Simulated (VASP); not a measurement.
**ZnSe: relaxation of cell and atoms with LDA**

ZnSe:

```
CELL_PARAMETERS angstrom
0.00000 2.78377 2.78377
2.78377 0.00000 2.78377
2.78377 2.78377 0.00000
ATOMIC_POSITIONS crystal
Zn 0.00000 0.00000 0.00000
Se 0.75000 0.75000 0.75000
```

| Quantity | Value |
| --- | --- |
| Program | VASP 6.6.1 |
| Task | relaxation of cell and atoms |
| Functional | LDA |
| Potentials or basis | VASP PAW LDA potentials, release 64 (Zn, Se) |
| Cutoff | 600 eV |
| k mesh | 8 × 8 × 8 |
| Occupations | gaussian, width 0.01 eV |
| Spin | no spin polarisation |
| Dipole correction | no |
| Further INCAR settings | ALGO = Normal; EDIFF = 1e-06; IBRION = 2; EDIFFG = -0.001; NSW = 80; ISIF = 3 |

The relaxed volume is 21.67 Å³/atom. The relaxed cell is a = 3.943 Å, b = 3.943 Å, c = 3.943 Å, α = 60.00°, β = 60.00°, γ = 60.00°, the space group after relaxing (to 0.05 Å) is F-43m (No. 216) and the energy gained by relaxing is 0.1 meV/atom. The ionic steps are 5. The pressure after relaxing is 0.0 GPa and the band gap on the k mesh is 1.27 eV, direct.

Step by step:
| step | energy change (eV) | largest force (eV/Å) | pressure (GPa) | volume (Å³) |
| --- | --- | --- | --- | --- |
| 1 | 0.0000 | 0.0000 | 0.34 | 43.14 |
| 2 | -0.0002 | 0.0000 | -0.08 | 43.43 |
| 3 | -0.0002 | 0.0000 | -0.04 | 43.35 |
| 4 | -0.0002 | 0.0000 | 0.03 | 43.33 |
| 5 | -0.0002 | 0.0000 | 0.00 | 43.34 |

Final structure:
```
Zn Se
1.0
     0.00000    2.78798    2.78798
     2.78798    0.00000    2.78798
     2.78798    2.78798    0.00000
Zn Se
1 1
Direct
  0.00000 0.00000 0.00000
  0.75000 0.75000 0.75000
```

Levels at points of the mesh, in eV from the valence-band top:
```
           k point  band 5  band 6  band 7  band 8  band 9  band 10  band 11  band 12  band 13
(0.00, 0.00, 0.00)   -6.46   -6.46    0.00    0.00    0.00     1.27     5.69     5.69     5.69
(0.50, 0.00, 0.00)   -6.44   -6.29   -5.61   -0.95   -0.95     2.46     6.27     6.27     8.48
(0.50, 0.50, 0.00)   -6.41   -6.26   -5.05   -2.38   -2.38     2.70     3.32    10.89    11.43
```

Run time: 31 s on 1 thread of Intel(R) Xeon(R) Platinum 8488C (Sapphire Rapids), with other jobs on the host, peak memory 0.17 GiB.

As with any semilocal functional, this LDA gap is likely too small.
